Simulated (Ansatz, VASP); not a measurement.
**Hg in VASP and in Ansatz**

Contents of INCAR:

```
SYSTEM = Hg
PREC     = Accurate       ! precision mode
ENCUT    = 520            ! plane-wave cutoff, eV
EDIFF    = 1E-6           ! SCF threshold, eV
ISMEAR   = -1             ! smearing method
SIGMA    = 0.1            ! smearing width, eV
LREAL    = .False.        ! projectors in reciprocal space
LASPH    = .True.         ! aspherical terms in the spheres
NELM     = 100            ! most SCF steps
ALGO     = Normal         ! electronic algorithm
ISIF     = 2              ! what is computed and relaxed
LWAVE    = .False.        ! write WAVECAR
LCHARG   = .False.        ! write CHGCAR
GGA      = PE             ! functional
NBANDS   = 19             ! bands
```

KPOINTS

```
Automatic mesh
0
Gamma
  11 11 7
  0 0 0
```

POSCAR

```
Hg
1.0
    3.4318407080      0.0000000000      0.0000000000
   -1.7159203540      2.9720612349      0.0000000000
    0.0000000000      0.0000000000      5.3873756009
Hg
2
Direct
    0.3333333333      0.6666666667      0.2500000000
    0.6666666667      0.3333333333      0.7500000000
```

Input for Ansatz:

```yaml
crystal:
  lattice:
    - [3.431840708, 0.0, 0.0]
    - [-1.715920354, 2.9720612349, 0.0]
    - [0.0, 0.0, 5.3873756009]
  atoms:
    - { symbol: Hg, position: [0.3333333333, 0.6666666667, 0.25] }
    - { symbol: Hg, position: [0.6666666667, 0.3333333333, 0.75] }
hamiltonian:
  xc: pbe
  pseudopotentials:
    kind: paw
    azcp:
      Hg: "pseudopotentials/Hg.paw.azcp"
basis:
  ecutwfc: 420
  fft_grid_basis: typed
kpoints:
  mp_grid: { grid: [11, 11, 7], shift: [0, 0, 0] }
magnetization:
  spin_polarized: false
scf:
  occupations: { method: fermi_dirac, width: 0.1 }
  lower_state_search: "off"
output:
  stress: true
```

Alike in both runs: task single point; functional PBE; k mesh 11 × 11 × 7; occupations fermi-dirac, width 0.1 eV; no spin polarisation.

|  | VASP | Ansatz |
| --- | --- | --- |
| version | VASP 6.6.1 | Ansatz 0.2.0 |
| potentials or method | VASP PAW PBE potentials, release 64 (Hg), cutoff 520 eV | plane waves (420 eV) with PAW, scalar-relativistic |
| valence electrons in the cell | 24 | 40 |

VASP gave:

```
pressure (GPa)                                                : 1.4
traceless stress, the component that is largest in VASP (GPa) : 0.12
```

Problem. Which values does Ansatz return?

Solution. Pressure (GPa): 1.2; traceless stress, the component that is largest in VASP (GPa): 0.10.

VASP's potentials hold 24 valence electrons a cell and Ansatz's 40, so a difference there can come from the potentials and not from the codes.

Neither program's run includes spin-orbit coupling.
